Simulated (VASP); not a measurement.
Wanted: the native input for a VASP 6.6.1 run.

```
Task                   : single point
Functional             : PBE
Potentials or basis    : VASP PAW PBE potentials, release 64 (Sb, P)
Cutoff                 : 520 eV
k mesh                 : 12 × 12 × 12
Occupations            : gaussian, width 0.1 eV
Spin                   : no spin polarisation
Dipole correction      : no
Further INCAR settings : ALGO = Normal; EDIFF = 1e-06; NBANDS = 18
```

The structure of SbP3 lies in POSCAR:

```
SbP3
1.0
    4.1621473490      0.0000000000      0.0000000000
    0.0000000000      4.1621473490      0.0000000000
    0.0000000000      0.0000000000      4.1621473490
Sb P
1 3
Direct
    0.0000000000      0.0000000000      0.0000000000
    0.0000000000      0.5000000000      0.5000000000
    0.5000000000      0.0000000000      0.5000000000
    0.5000000000      0.5000000000      0.0000000000
```

The input as run:

INCAR

```
SYSTEM = SbP3
ALGO = Normal
EDIFF = 1E-6
ENCUT = 520
GGA = PE
ISIF = 2
ISMEAR = 0
LASPH = .True.
LCHARG = .False.
LREAL = .False.
LWAVE = .False.
NBANDS = 18
NELM = 100
PREC = Accurate
SIGMA = 0.1
```

KPOINTS

```
k-points
0
Gamma
  12 12 12
  0 0 0
```

Potentials or basis: VASP PAW PBE potentials, release 64 (Sb, P).

Launch:

```console
$ cat potpaw_PBE.64/Sb/POTCAR potpaw_PBE.64/P/POTCAR > POTCAR
$ mpirun -np 1 vasp_std > vasp.out
```

Results of the run:

* Pressure: -0.2 GPa
* Band gap on the k mesh: zero (band 10 reaches 12.03 eV, above the bottom of band 11 at 7.04 eV)

Caveat: spin-orbit coupling is left out, which moves the levels of the heavy elements.

It took 39 s on 1 thread of AMD EPYC 9R45 96-Core Processor (Zen 5) (shared host), peak memory 0.21 GiB.
